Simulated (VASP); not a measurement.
Runs of VASP 6.6.1 on WC. The structure is that of space group P-6m2 (No. 187), or close to it. The cells are those of the table. 

```csv
task,level,cell,cutoff (eV),smearing,gap on the mesh (eV),pressure (GPa),relaxed volume (Å³/atom)
relaxation of cell and atoms,PBE+U,"relaxed from a = 4.083, b = 2.921 Å, angles 111.0, 88.7, 111.0°, 4 atoms",600,methfessel-paxton 0.1057 eV,none,0.0,10.77
relaxation of cell and atoms,PBE+U,"relaxed from a = 4.083, b = 2.921 Å, angles 111.0, 88.7, 111.0°, 4 atoms",600,tetrahedron,none,0.0,(a)
single point,PBE+U,"a = 4.080, b = 2.928 Å, angles 111.0, 88.4, 111.0°, 4 atoms",520,methfessel-paxton 0.1057 eV,none,8.5,-
single point,PBEsol+U,"a = 4.050, b = 2.903 Å, angles 111.0, 88.5, 111.0°, 4 atoms",520,methfessel-paxton 0.1057 eV,none,(b),-
single point,PBE+U,"a = 4.082, b = 2.924 Å, angles 111.0, 88.4, 111.0°, 4 atoms",520,tetrahedron,none,8.4,-
```

Alike in all rows: potentials or basis VASP PAW PBE potentials, release 64 (W_sv, C); no spin polarisation; W d U = 4.66 eV, J = 0.92 eV; k mesh 7 × 7 × 7.

Question: Estimate the missing entries.

Answer: (a) 10.78; (b) 9.1.

Caveats: spin-orbit coupling is left out, which moves the levels of the heavy elements; U without spin polarisation on a metal has little footing; the U is typed as a test and isn't derived for this compound; tetrahedron occupations give inexact forces and stress in metals (some runs); the PAW data sets were made with another functional, which shifts forces and pressure a little (some runs).

A k mesh can miss the band edges, and the runs leave out spin-orbit coupling on W.

A gap of «none» marks levels without a gap at the run's occupations.
